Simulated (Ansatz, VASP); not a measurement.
## One calculation of Hf, two programs

File INCAR:

```
PREC = Accurate
ENCUT = 520
EDIFF = 1E-8
ISMEAR = -1
SIGMA = 0.03
LREAL = False
LASPH = True
NELM = 60
ALGO = Normal
ISIF = 2
LWAVE = False
LCHARG = False
LEFG = True
NBANDS = 11
```

File KPOINTS:

```
Automatic mesh
0
Gamma
  13 13 13
```

The input POSCAR:

```
Hf
1.0
    0.0000000000      2.2200000000      2.2422000000
    2.2200000000      0.0000000000      2.2422000000
    2.2200000000      2.2200000000      0.0000000000
Hf
1
Direct
    0.0000000000      0.0000000000      0.0000000000
```

Input for Ansatz:

```yaml
crystal:
  lattice:
    - [0.0, 2.22, 2.2422]
    - [2.22, 0.0, 2.2422]
    - [2.22, 2.22, 0.0]
  atoms:
    - { symbol: Hf, position: [0.0, 0.0, 0.0] }
kpoints:
  mp_grid: { grid: [13, 13, 13] }
scf:
  occupations: { method: fermi_dirac, width: 0.03 }
hamiltonian:
  xc: lda
  pseudopotentials: { kind: paw }
output:
  forces: true
  stress: true
  eigenvalues: true
  efg: { contact_densities: true }
```

Change from the starting cell: zz strain of +1 %, PAW files.

Alike in both runs: task electric field gradients; functional LDA; k mesh 13 × 13 × 13; occupations fermi-dirac, width 0.03 eV; no spin polarisation.

```csv
,VASP,Ansatz
version,VASP 6.6.1,Ansatz 0.2.0
potentials or method,"VASP PAW LDA potentials, release 64 (Hf_pv)","PAW with Ansatz's default frozen-core files, scalar-relativistic"
plane-wave cutoff (eV),520,420
valence electrons in the cell,10,26
```

|  | VASP | Ansatz | Ansatz less VASP |
| --- | --- | --- | --- |
| pressure (GPa) | -6.5 | -6.5 | -0.01 |
| traceless stress, the component that is largest in VASP (GPa) | -0.23 | -0.24 | -0.014 |
| size of Vzz on the site where it differs most (V/Å²) | 9.1 | 9.9 | +0.76 |

LDA's correlation is that of Perdew and Zunger in VASP and of Perdew and Wang (1992) in Ansatz. VASP's potentials hold 10 valence electrons a cell and Ansatz's 26, so a difference there can come from the potentials and not from the codes.

Spin-orbit coupling is off throughout.
